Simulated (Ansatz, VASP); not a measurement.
**Two plane-wave programs on SbPb**

```xyz
2
Lattice="0.0000 2.9925 3.2424 2.9925 0.0000 3.2424 2.9925 2.9925 0.0000" Properties=species:S:1:pos:R:3 pbc="T T T"
Sb    2.9925    2.9925    3.2424
Pb    0.0000    0.0000    0.0000
```

Alike in both runs: task single point; functional LDA; k mesh 14 × 14 × 14; occupations gaussian, width 0.15 eV; no spin polarisation.

```csv
,VASP,Ansatz
version,VASP 6.6.1,Ansatz 0.2.0
potentials or method,"VASP PAW LDA potentials, release 64 (Sb, Pb_d), cutoff 520 eV","scalar-relativistic, plane waves, PAW"
valence electrons in the cell,19,29
```

```csv
,VASP,Ansatz,Ansatz less VASP
gap on the k mesh at the Fermi level (eV),none,none,-
pressure (GPa),2.4,2.3,-0.12
"traceless stress, the component that is largest in VASP (GPa)",-5.32,-5.27,+0.058
```

LDA's correlation is that of Perdew and Zunger in VASP and of Perdew and Wang (1992) in Ansatz. A gap of «none» marks a metal or a gap that the smearing closes. VASP's potentials hold 19 valence electrons a cell and Ansatz's 29, so a difference there can come from the potentials and not from the codes.

Spin-orbit coupling is off throughout.
